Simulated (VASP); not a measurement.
A run of VASP 6.6.1:

The input INCAR:

```
SYSTEM = Al
  PREC = Accurate
  ENCUT = 500
  EDIFF = 1E-7
  ISMEAR = -1
  SIGMA = 0.1
  LREAL = .False.
  LASPH = .True.
  NELM = 120
  ALGO = Normal
  ISIF = 3
  LWAVE = .False.
  LCHARG = .False.
  GGA = PS
  IBRION = 2
  NSW = 80
  EDIFFG = -0.01
  GGA_COMPAT = .False.
  NELMIN = 4
```

The input KPOINTS:

```
regular mesh
0
Gamma
  14 14 14
  0 0 0
```

File POSCAR:

```
Al
1.0
    0.0000000000      2.0248050000      2.0248050000
    2.0248050000      0.0000000000      2.0248050000
    2.0248050000      2.0248050000      0.0000000000
Al
1
Direct
    0.0000000000      0.0000000000      0.0000000000
```

Potentials or basis: VASP PAW PBE potentials, release 64 (Al).

The run is started by

```bash
$ cat potpaw_PBE.64/Al/POTCAR > POTCAR
$ mpirun -np 1 vasp_std > vasp.out
```

Hardware: 1 thread of Intel(R) Xeon(R) Platinum 8559C (Emerald Rapids), with other jobs on the host.

Task: Estimate the wall time of this run.

Result: Run time: 9 s on 1 thread of Intel(R) Xeon(R) Platinum 8559C (Emerald Rapids), with other jobs on the host, peak memory 0.14 GiB. Counts: scf iterations 21, k points 104, ion steps 3.
